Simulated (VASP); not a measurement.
# BaTe (P6_3/mmc) in VASP: further runs

The runs below take BaTe through single point, with PBE, LDA, r2SCAN.

All numbers are computed with VASP 6.6.1; they aren't measurements. Logs are shortened: lines on timing, memory, paths and dates and some standing lists are left out, and cuts for length are marked.

## Step 1: The cell of the first run

It takes space group P6_3/mmc (No. 194, hexagonal). Conventional cell: a = 5.974 Å, b = 5.974 Å, c = 7.002 Å, α = 90.00°, β = 90.00°, γ = 120.00°. Ba (site symmetry -6m2) has 5 Te at 3.45 to 3.50 Å within 4.5 Å. Within 4.5 Å of Te (site symmetry -6m2) lie 5 Ba at 3.45 to 3.50 Å.

## Step 2: Single point, PBE

Contents of INCAR:

```
SYSTEM = BaTe
PREC     = Accurate       ! precision mode
ENCUT    = 500            ! plane-wave cutoff, eV
EDIFF    = 1E-6           ! SCF threshold, eV
ISMEAR   = -1             ! smearing method
SIGMA    = 0.02           ! smearing width, eV
LREAL    = .FALSE.        ! projectors in reciprocal space
LASPH    = .TRUE.         ! aspherical terms in the spheres
NELM     = 120            ! most SCF steps
ALGO     = Normal         ! electronic algorithm
ISIF     = 2              ! what is computed and relaxed
LWAVE    = .FALSE.        ! write WAVECAR
LCHARG   = .TRUE.         ! write CHGCAR
GGA      = PE             ! functional
LELF     = .TRUE.         ! ELF
LVHAR    = .TRUE.       
NBANDS   = 24             ! bands
GGA_COMPAT= .FALSE.
```

Contents of KPOINTS:

```
regular mesh
0
G
  6 6 4
  0 0 0
```

Contents of POSCAR:

```
BaTe
1.0
    5.9738370715      0.0000000000      0.0000000000
   -2.9869185357      5.1734946620      0.0000000000
    0.0000000000      0.0000000000      7.0021674675
Ba Te
2 2
Direct
    0.3333333333      0.6666666667      0.2500000000
    0.6666666667      0.3333333333      0.7500000000
    0.6666666667      0.3333333333      0.2500000000
    0.3333333333      0.6666666667      0.7500000000
```

Potentials or basis: VASP PAW PBE potentials, release 64 (Ba_sv, Te).

Run with:

```sh
> cat potpaw_PBE.64/Ba_sv/POTCAR potpaw_PBE.64/Te/POTCAR > POTCAR
> mpirun -np 1 vasp_std > vasp.out
```

OUTCAR:

```text
SYSTEM = BaTe
   PREC = Accurate
   ENCUT = 500
   EDIFF = 1E-6
   ISMEAR = -1
   LREAL = .FALSE.
   LASPH = .TRUE.
   NELM = 120
   ISIF = 2
   GGA = PE

 ion  position               nearest neighbor table
   1  0.333  0.667  0.250-   3 3.45   3 3.45   3 3.45   4 3.50   4 3.50
   2  0.667  0.333  0.750-   4 3.45   4 3.45   4 3.45   3 3.50   3 3.50
   3  0.667  0.333  0.250-   1 3.45   1 3.45   1 3.45   2 3.50   2 3.50
   4  0.333  0.667  0.750-   2 3.45   2 3.45   2 3.45   1 3.50   1 3.50

  LATTYP: Found a hexagonal cell.
 ALAT       =     5.9738370715
 C/A-ratio  =     1.1721390094

  Lattice vectors:

 A1 = (   5.9738370715,   0.0000000000,   0.0000000000)
 A2 = (  -2.9869185357,   5.1734946620,   0.0000000000)
 A3 = (   0.0000000000,   0.0000000000,   7.0021674675)

Analysis of symmetry for initial positions (statically):
=====================================================================
 Subroutine PRICEL returns:
 Original cell was already a primitive cell.

 Routine SETGRP: Setting up the symmetry group for a
 hexagonal supercell.

 Subroutine GETGRP returns: Found 24 space group operations
 (whereof 12 operations were pure point group operations)
 out of a pool of 24 trial point group operations.

The static configuration has the point symmetry D_3d.
 The point group associated with its full space group is D_6h.

Analysis of symmetry for dynamics (positions and initial velocities):
=====================================================================
 Subroutine PRICEL returns:
 Original cell was already a primitive cell.

 Routine SETGRP: Setting up the symmetry group for a
 hexagonal supercell.

 Subroutine GETGRP returns: Found 24 space group operations
 (whereof 12 operations were pure point group operations)
 out of a pool of 24 trial point group operations.

The dynamic configuration has the point symmetry D_3d.
 The point group associated with its full space group is D_6h.

 Subroutine INISYM returns: Found 24 space group operations
 (whereof 12 operations are pure point group operations),
 and found     1 'primitive' translations

----------------------------------------------------------------------------------------

                                     Primitive cell

  volume of cell :     216.4063

  direct lattice vectors                    reciprocal lattice vectors
     5.973837072  0.000000000  0.000000000     0.167396598  0.096646471  0.000000000
    -2.986918536  5.173494662  0.000000000     0.000000000  0.193292941  0.000000000
     0.000000000  0.000000000  7.002167467     0.000000000  0.000000000  0.142812923

  length of vectors
     5.973837072  5.973837071  7.002167467     0.193292941  0.193292941  0.142812923

  position of ions in fractional coordinates (direct lattice)
     0.333333333  0.666666667  0.250000000
     0.666666667  0.333333333  0.750000000
     0.666666667  0.333333333  0.250000000
     0.333333333  0.666666667  0.750000000

  ion indices of the primitive-cell ions
   primitive index   ion index
                 1           1
                 2           2
                 3           3
                 4           4

----------------------------------------------------------------------------------------

 KPOINTS: regular mesh

Automatic generation of k-mesh.
 Grid dimensions read from file:
 generate k-points for:    6    6    4

 Generating k-lattice:

  Cartesian coordinates                     Fractional coordinates (reciprocal lattice)
     0.027899433  0.016107745  0.000000000     0.166666667  0.000000000  0.000000000
     0.000000000  0.032215490  0.000000000     0.000000000  0.166666667  0.000000000
     0.000000000  0.000000000  0.035703231     0.000000000  0.000000000  0.250000000

  Length of vectors
     0.032215490  0.032215490  0.035703231

  Shift w.r.t. Gamma in fractional coordinates (k-lattice)
     0.000000000  0.000000000  0.000000000

 Subroutine IBZKPT returns following result:
 ===========================================

 Found     21 irreducible k-points:

 Following reciprocal coordinates:
            Coordinates               Weight
  0.000000  0.000000  0.000000      1.000000
  0.166667  0.000000  0.000000      6.000000
  0.333333  0.000000  0.000000      6.000000
  0.500000  0.000000  0.000000      3.000000
  0.166667  0.166667  0.000000      6.000000
  0.333333  0.166667  0.000000     12.000000
[... 13 lines left out ...]
  0.333333  0.166667  0.500000     12.000000
  0.333333  0.333333  0.500000      2.000000
   k-points           NKPTS =     21   k-points in BZ     NKDIM =     21   number of bands    NBANDS=     24
   number of dos      NEDOS =    301   number of ions     NIONS =      4
   total plane-waves  NPLWV = 124416
   dimension x,y,z NGX =    48 NGY =   48 NGZ =   54
   dimension x,y,z NGXF=    96 NGYF=   96 NGZF=  108
   ions per type =               2   2
   NGX,Y,Z   is equivalent  to a cutoff of  13.36, 13.36, 12.82 a.u.
[... 66 lines left out ...]
 k-point     1 :       0.0000    0.0000    0.0000
  band No.  band energies     occupation
      1     -26.2512      2.00000
      2     -26.2370      2.00000
      3     -11.5446      2.00000
      4     -11.5035      2.00000
      5     -11.5035      2.00000
      6     -11.4383      2.00000
[... 16 lines left out ...]
     23       5.5304      0.00000
     24       6.3367      0.00000

 k-point     2 :       0.1667    0.0000    0.0000
  band No.  band energies     occupation
      1     -26.2502      2.00000
      2     -26.2376      2.00000
      3     -11.5343      2.00000
      4     -11.5282      2.00000
      5     -11.5090      2.00000
      6     -11.4696      2.00000
[... 16 lines left out ...]
     23       5.7355      0.00000
     24       5.7571      0.00000

 k-point     3 :       0.3333    0.0000    0.0000
  band No.  band energies     occupation
      1     -26.2475      2.00000
      2     -26.2393      2.00000
      3     -11.5755      2.00000
      4     -11.5296      2.00000
      5     -11.5193      2.00000
      6     -11.5078      2.00000
[... 16 lines left out ...]
     23       5.4403      0.00000
     24       5.6880      0.00000

 k-point     4 :       0.5000    0.0000    0.0000
  band No.  band energies     occupation
      1     -26.2456      2.00000
      2     -26.2408      2.00000
      3     -11.5983      2.00000
      4     -11.5584      2.00000
      5     -11.5242      2.00000
      6     -11.4869      2.00000
[... 16 lines left out ...]
     23       5.6171      0.00000
     24       5.8835      0.00000

 k-point     5 :       0.1667    0.1667    0.0000
  band No.  band energies     occupation
      1     -26.2483      2.00000
      2     -26.2388      2.00000
      3     -11.5599      2.00000
      4     -11.5262      2.00000
      5     -11.5155      2.00000
      6     -11.5085      2.00000
[... 16 lines left out ...]
     23       5.4762      0.00000
     24       5.6408      0.00000

 k-point     6 :       0.3333    0.1667    0.0000
  band No.  band energies     occupation
      1     -26.2456      2.00000
      2     -26.2408      2.00000
      3     -11.5890      2.00000
      4     -11.5604      2.00000
      5     -11.5295      2.00000
      6     -11.4869      2.00000
[... 16 lines left out ...]
     23       5.5728      0.00000
     24       5.6484      0.00000
[... 298 lines left out ...]
 k-point    18 :       0.5000    0.0000    0.5000
  band No.  band energies     occupation
      1     -26.2432      2.00000
      2     -26.2432      2.00000
      3     -11.6852      2.00000
      4     -11.6852      2.00000
      5     -11.4813      2.00000
      6     -11.4813      2.00000
[... 16 lines left out ...]
     23       5.4802      0.00000
     24       5.4802      0.00000

 k-point    19 :       0.1667    0.1667    0.5000
  band No.  band energies     occupation
      1     -26.2435      2.00000
      2     -26.2435      2.00000
      3     -11.6374      2.00000
      4     -11.6374      2.00000
      5     -11.4792      2.00000
      6     -11.4792      2.00000
[... 16 lines left out ...]
     23       5.5488      0.00000
     24       5.5488      0.00000

 k-point    20 :       0.3333    0.1667    0.5000
  band No.  band energies     occupation
      1     -26.2432      2.00000
      2     -26.2432      2.00000
      3     -11.6827      2.00000
      4     -11.6827      2.00000
      5     -11.4861      2.00000
      6     -11.4861      2.00000
[... 16 lines left out ...]
     23       5.7288      0.00000
     24       5.7288      0.00000

 k-point    21 :       0.3333    0.3333    0.5000
  band No.  band energies     occupation
      1     -26.2430      2.00000
      2     -26.2430      2.00000
      3     -11.6945      2.00000
      4     -11.6945      2.00000
      5     -11.4921      2.00000
      6     -11.4921      2.00000
[... 16 lines left out ...]
     23       5.8959      0.00000
     24       5.8959      0.00000

------------------------ aborting loop because EDIFF is reached ----------------------------------------

  FORCE on cell =-STRESS in cart. coord.  units (eV):
  Direction    XX          YY          ZZ          XY          YZ          ZX
  --------------------------------------------------------------------------------------
  -------------------------------------------------------------------------------------
  Total        0.2786678      0.2786678      0.3807635      0.0000000      0.0000000      0.0000000
  in kB        2.0631343      2.0631343      2.8190061      0.0000000      0.0000000      0.0000000
  external PRESSURE =       2.3150916 kB  Pullay stress =       0.0000000 kB

 VOLUME and BASIS-vectors are now :
 -----------------------------------------------------------------------------
  energy-cutoff  :      500.00
  volume of cell :      216.41
      direct lattice vectors                 reciprocal lattice vectors
     5.973837072  0.000000000  0.000000000     0.167396598  0.096646471  0.000000000
    -2.986918536  5.173494662  0.000000000     0.000000000  0.193292941  0.000000000
     0.000000000  0.000000000  7.002167467     0.000000000  0.000000000  0.142812923

 POSITION                                       TOTAL-FORCE (eV/Angst)
 -----------------------------------------------------------------------------------
     -0.00000      3.44900      1.75054        -0.000000      0.000000      0.000000
      2.98692      1.72450      5.25163         0.000000     -0.000000      0.000000
      2.98692      1.72450      1.75054         0.000000     -0.000000      0.000000
     -0.00000      3.44900      5.25163        -0.000000      0.000000      0.000000
 -----------------------------------------------------------------------------------
    total drift:                                0.000000     -0.000000      0.000000

  FREE ENERGIE OF THE ION-ELECTRON SYSTEM (eV)
  ---------------------------------------------------
  free  energy   TOTEN  =       -16.7771977478 eV

  energy  without entropy=      -16.7771977478  energy(sigma->0) =      -16.77719775
```

Wall time 2.6 min (1 thread of Oxide Virtual Turin-like, shared host); peak memory 0.35 GiB.

Results:

| Quantity | Value |
| --- | --- |
| Free energy | -16.7772 eV |
| Pressure | 0.2 GPa |
| Band gap on the k mesh | 1.89 eV (least direct gap 2.17 eV) |

Stress tensor (GPa, compression positive):
```
0.21 0.00 0.00
0.00 0.21 0.00
0.00 0.00 0.28
```

Levels at points of the mesh, in eV from the valence-band top:
```
           k point  band 13  band 14  band 15  band 16  band 17  band 18  band 19  band 20
(0.00, 0.00, 0.00)    -0.94    -0.93    -0.93     0.00     2.32     2.73     2.73     3.60
(0.50, 0.00, 0.00)    -0.84    -0.75    -0.53    -0.39     2.31     2.74     2.90     3.80
(0.00, 0.00, 0.50)    -1.09    -1.09    -1.09    -1.09     3.14     3.14     4.19     4.19
(0.50, 0.00, 0.50)    -0.91    -0.91    -0.75    -0.75     3.09     3.09     3.84     3.84
```

Caveat: spin-orbit coupling is left out, which moves the levels of the heavy elements. A k mesh can miss the band edges.

## Step 3: Single point, LDA

Contents of INCAR:

```
SYSTEM = BaTe
PREC = Accurate
ENCUT = 500
EDIFF = 1E-6
ISMEAR = 0
SIGMA = 0.01
LREAL = .FALSE.
LASPH = .TRUE.
NELM = 120
ALGO = Normal
ISIF = 2
LWAVE = .FALSE.
LCHARG = .TRUE.
LELF = .TRUE.
LVHAR = .TRUE.
NBANDS = 24
GGA_COMPAT = .FALSE.
```

KPOINTS is that of step 2.

POSCAR is that of step 2.

Potentials or basis: VASP PAW LDA potentials, release 64 (Ba_sv, Te).

Run with:

```sh
> cat potpaw_LDA.64/Ba_sv/POTCAR potpaw_LDA.64/Te/POTCAR > POTCAR
> mpirun -np 1 vasp_std > vasp.out
```

Wall time 4.4 min (1 thread of Oxide Virtual Turin-like, shared host); peak memory 0.29 GiB.

It converged, with:

```yaml
Free_energy: -18.4401 eV
Pressure: -1.6 GPa
Band_gap_on_the_k_mesh: 1.75 eV (least direct gap 2.03 eV)
```

Stress tensor (GPa, compression positive):
```
-1.47  0.00  0.00
 0.00 -1.47  0.00
 0.00  0.00 -1.81
```

Levels at points of the mesh, in eV from the valence-band top:
```tsv
k point	band 12	band 13	band 14	band 15	band 16	band 17	band 18	band 19	band 20	band 21
(0.00, 0.00, 0.00)	-1.07	-0.95	-0.95	-0.95	0.00	2.06	2.62	2.62	3.52	4.13
(0.50, 0.00, 0.00)	-1.04	-0.84	-0.77	-0.55	-0.39	2.19	2.58	2.77	3.69	3.74
(0.00, 0.00, 0.50)	-1.45	-1.10	-1.10	-1.10	-1.10	2.92	2.92	4.08	4.08	4.08
(0.50, 0.00, 0.50)	-1.82	-0.93	-0.93	-0.75	-0.75	2.93	2.93	3.72	3.72	4.30
```

Caveat: spin-orbit coupling is left out, which moves the levels of the heavy elements. A k mesh can miss the band edges.

## Step 4: Single point, r2SCAN

POSCAR is that of step 3.

Contents of INCAR.step1:

```
PREC = Accurate ; ENCUT = 550
ISMEAR = -1 ; SIGMA = 0.02
LREAL = F ; LASPH = T
NELM = 120 ; NBANDS = 24
GGA = PE ; ALGO = Normal
EDIFF = 1E-5 ; LWAVE = T
LCHARG = F ; GGA_COMPAT = F
```

Contents of INCAR.step2:

```
PREC = Accurate ; ENCUT = 550
EDIFF = 1E-6 ; ISMEAR = -1
SIGMA = 0.02 ; LREAL = F
LASPH = T ; NELM = 120
ALGO = Normal ; ISIF = 2
LWAVE = F ; LCHARG = F
METAGGA = R2SCAN ; LMIXTAU = T
NBANDS = 24 ; ISTART = 1
GGA_COMPAT = F
```

Contents of KPOINTS:

```
Automatic mesh
0
Gamma
  6 6 4
```

Potentials or basis: VASP PAW PBE potentials, release 64 (Ba_sv, Te).

Run with:

```sh
> cat potpaw_PBE.64/Ba_sv/POTCAR potpaw_PBE.64/Te/POTCAR > POTCAR
> cp INCAR.step1 INCAR
> mpirun -np 1 vasp_std > vasp.out
> cp INCAR.step2 INCAR
> mpirun -np 1 vasp_std > vasp.out
```

It took 11 min on 1 thread of Oxide Virtual Turin-like, shared host; peak memory 0.41 GiB.

The run converged. Its results:

```yaml
Free_energy: -111.4422 eV
Pressure: 0.2 GPa
Band_gap_on_the_k_mesh: 2.24 eV (least direct gap 2.53 eV)
```

Stress tensor (GPa, compression positive):
```
0.17 0.00 0.00
0.00 0.17 0.00
0.00 0.00 0.30
```

Levels at points of the mesh, in eV from the valence-band top:
```tsv
k point	band 13	band 14	band 15	band 16	band 17	band 18	band 19	band 20
(0.00, 0.00, 0.00)	-0.95	-0.93	-0.93	0.00	2.68	3.18	3.18	4.12
(0.50, 0.00, 0.00)	-0.85	-0.76	-0.52	-0.39	2.72	3.07	3.24	4.25
(0.00, 0.00, 0.50)	-1.08	-1.08	-1.08	-1.08	3.51	3.51	4.69	4.69
(0.50, 0.00, 0.50)	-0.91	-0.91	-0.74	-0.74	3.43	3.43	4.30	4.30
```

Caveat: the PAW data sets were made with another functional, which shifts forces and pressure a little; spin-orbit coupling is left out, which moves the levels of the heavy elements. A k mesh can miss the band edges.

## Step 5: Single point, r2SCAN

POSCAR is that of step 4.

Contents of INCAR.step1:

```
  PREC = Accurate
  ENCUT = 550
  ISMEAR = 0
  SIGMA = 0.01
  LREAL = F
  LASPH = T
  NELM = 120
  NBANDS = 24
  GGA = PE
  ALGO = Normal
  EDIFF = 1E-5
  LWAVE = T
  LCHARG = F
  GGA_COMPAT = F
```

Contents of INCAR.step2:

```
  PREC = Accurate
  ENCUT = 550
  EDIFF = 1E-6
  ISMEAR = 0
  SIGMA = 0.01
  LREAL = F
  LASPH = T
  NELM = 120
  ALGO = Normal
  ISIF = 2
  LWAVE = F
  LCHARG = T
  METAGGA = R2SCAN
  LMIXTAU = T
  LELF = T
  LVHAR = T
  NBANDS = 24
  ISTART = 1
  GGA_COMPAT = F
```

KPOINTS is that of step 4.

Run with:

```sh
> cat potpaw_PBE.64/Ba_sv/POTCAR potpaw_PBE.64/Te/POTCAR > POTCAR
> cp INCAR.step1 INCAR
> mpirun -np 1 vasp_std > vasp.out
> cp INCAR.step2 INCAR
> mpirun -np 1 vasp_std > vasp.out
```

Wall time 9.6 min (1 thread of Oxide Virtual Turin-like, shared host); peak memory 0.41 GiB.

The run converged. Its results:

- Free energy: -111.4422 eV
- Pressure: 0.2 GPa
- Band gap on the k mesh: 2.24 eV (least direct gap 2.53 eV)

Stress tensor (GPa, compression positive):
```
0.17 0.00 0.00
0.00 0.17 0.00
0.00 0.00 0.30
```

Levels at points of the mesh, in eV from the valence-band top:
```tsv
k point	band 13	band 14	band 15	band 16	band 17	band 18	band 19	band 20
(0.00, 0.00, 0.00)	-0.95	-0.93	-0.93	0.00	2.68	3.18	3.18	4.12
(0.50, 0.00, 0.00)	-0.85	-0.76	-0.52	-0.39	2.72	3.07	3.24	4.25
(0.00, 0.00, 0.50)	-1.08	-1.08	-1.08	-1.08	3.51	3.51	4.69	4.69
(0.50, 0.00, 0.50)	-0.91	-0.91	-0.74	-0.74	3.43	3.43	4.30	4.30
```

Caveat: the PAW data sets were made with another functional, which shifts forces and pressure a little; spin-orbit coupling is left out, which moves the levels of the heavy elements.

## Step 6: Overview

| level | potentials or basis | cutoff (eV) | smearing | gap on the mesh (eV) | pressure (GPa) |
| --- | --- | --- | --- | --- | --- |
| PBE | VASP PAW PBE potentials, release 64 (Ba_sv, Te) | 500 | fermi-dirac 0.02 eV | 1.89 | 0.2 |
| LDA | VASP PAW LDA potentials, release 64 (Ba_sv, Te) | 500 | gaussian 0.01 eV | 1.75 | -1.6 |
| r2SCAN | VASP PAW PBE potentials, release 64 (Ba_sv, Te) | 550 | fermi-dirac 0.02 eV | 2.24 | 0.2 |
| r2SCAN | VASP PAW PBE potentials, release 64 (Ba_sv, Te) | 550 | gaussian 0.01 eV | 2.24 | 0.2 |

Alike in all rows: task single point; no spin polarisation; cell a = 5.974, b = 5.974, c = 7.002 Å, angles 90.0, 90.0, 120.0°, 4 atoms; k mesh 6 × 6 × 4.

Caveats: spin-orbit coupling is left out, which moves the levels of the heavy elements; the PAW data sets were made with another functional, which shifts forces and pressure a little (at least some runs).

Absolute energies hang on the potentials; compare differences alone.
